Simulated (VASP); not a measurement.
Wanted: the native input for a VASP 6.6.1 run.

| Item | Value |
| --- | --- |
| Task | single point |
| Functional | PBEsol |
| Potentials or basis | VASP PAW PBE potentials, release 64 (Al) |
| Cutoff | 520 eV |
| k mesh | 16 × 16 × 5 |
| Occupations | gaussian, width 0.15 eV |
| Spin | no spin polarisation |
| Dipole correction | no |
| Further INCAR settings | ALGO = Fast; EDIFF = 1e-07; NBANDS = 14 |

The structure of Al lies in POSCAR:

```
Al
1.0
   -1.6063180831      1.6063180831     -1.6063180831
   -1.6063180831     -1.6063180831      1.6063180831
   -0.6425272332      6.1040087160      6.7465359492
Al
4
Direct
   -0.0875000000     -0.2625000000      0.8750000000
    0.4875000000      0.4625000000      0.1250000000
   -0.0375000000     -0.1125000000      0.3750000000
    0.4375000000      0.3125000000      0.6250000000
```

One way to write it, as run:

INCAR

```
PREC = Accurate ; ENCUT = 520
EDIFF = 1E-7 ; ISMEAR = 0
SIGMA = 0.15 ; LREAL = False
LASPH = True ; NELM = 80
ALGO = Fast ; ISIF = 2
LWAVE = False ; LCHARG = False
GGA = PS ; NBANDS = 14
```

KPOINTS

```
regular mesh
0
Gamma
  16 16 5
```

Potentials or basis: VASP PAW PBE potentials, release 64 (Al).

Run with:

```console
$ cat potpaw_PBE.64/Al/POTCAR > POTCAR
$ mpirun -np 1 vasp_std > vasp.out
```

Results of the run:

```
Pressure               : 1.3 GPa
Largest force          : 0.822 eV/Å
Band gap on the k mesh : zero (bands 6 and 7 overlap by 6.46 eV)
```

Caveat: the PAW data sets were made with another functional, which shifts forces and pressure a little.

Run time: 5.6 min on 1 thread of Intel(R) Xeon(R) 6975P-C (Granite Rapids), on a shared host, peak memory 0.53 GiB.
